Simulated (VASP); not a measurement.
Runs of VASP 6.6.1 on Ge. The structure is that of space group R-3 (No. 148), or close to it. The cells are those of the table. 

```tsv
cell	gap on the mesh (eV)	pressure (GPa)	largest force (eV/Å)
a = 6.074 Å, angles 108.5°, 8 atoms	none	-6.0	0.69
a = 5.933 Å, angles 107.4°, 8 atoms	none	-3.1	0.90
a = 6.092 Å, angles 110.4°, 8 atoms	none	(a)	0.21
a = 5.907 Å, angles 107.3°, 8 atoms	none	-2.4	0.93
a = 6.095 Å, angles 109.5°, 8 atoms	none	(c)	0.38
a = 5.997 Å, angles 108.9°, 8 atoms	none	(b)	0.54
a = 6.118 Å, angles 110.5°, 8 atoms	none	-3.9	0.25
a = 6.172 Å, angles 110.6°, 8 atoms	none	-4.9	0.31
```

Alike in all rows: task single point; level LDA; potentials or basis VASP PAW LDA potentials, release 64 (Ge_d); no spin polarisation; k mesh 9 × 9 × 9; cutoff (eV) 520; smearing gaussian 0.15 eV.

Question: Estimate the missing entries.

Answer: (a) -3.2; (b) -3.6; (c) -5.4.

Caveats: semilocal functionals underestimate gaps, and a narrow one can read as zero (at least some runs); the cell stands under tension (at least some runs); the stress differs along the axes, from -11 to -3 GPa (at least some runs); the stress differs along the axes, from -12 to 1 GPa (at least some runs); the stress differs along the axes, from -12 to 3 GPa (at least some runs); the stress differs along the axes, from -8 to -1 GPa (at least some runs).

A k mesh can miss the band edges, and the runs leave out spin-orbit coupling on Ge.

A gap of «none» marks levels without a gap at the run's occupations.
